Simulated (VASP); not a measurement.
# Cl: single point with PBE

Crystal: Cl.

```
CELL_PARAMETERS angstrom
0.00000 2.38771 2.38771
2.38771 0.00000 2.38771
2.38771 2.38771 0.00000
ATOMIC_POSITIONS crystal
Cl 0.87500 0.87500 0.87500
Cl 0.12500 0.12500 0.12500
```

* Program: VASP 6.6.1
* Task: single point
* Functional: PBE
* Potentials or basis: VASP PAW PBE potentials, release 64 (Cl)
* Cutoff: 520 eV
* k mesh: 11 × 11 × 11
* Occupations: fermi-dirac, width 0.1 eV
* Spin: no spin polarisation

```json
{"Pressure": "100.1 GPa", "Band gap on the k mesh": "zero (bands 7 and 8 overlap by 5.71 eV)"}
```

Levels at points of the mesh, in eV from the Fermi level:
```csv
k point,band 3,band 4,band 5,band 6,band 7,band 8,band 9,band 10,band 11,band 12
"(0.00, 0.00, 0.00)",-8.11,-8.11,-8.11,-3.67,-3.67,-3.67,5.74,7.03,7.03,11.50
```

Run time: 44 s on 1 thread of Intel(R) Xeon(R) Platinum 8375C CPU @ 2.90GHz (Ice Lake), with other jobs on the host, peak memory 0.15 GiB.

Caveat: the cell stands under pressure.
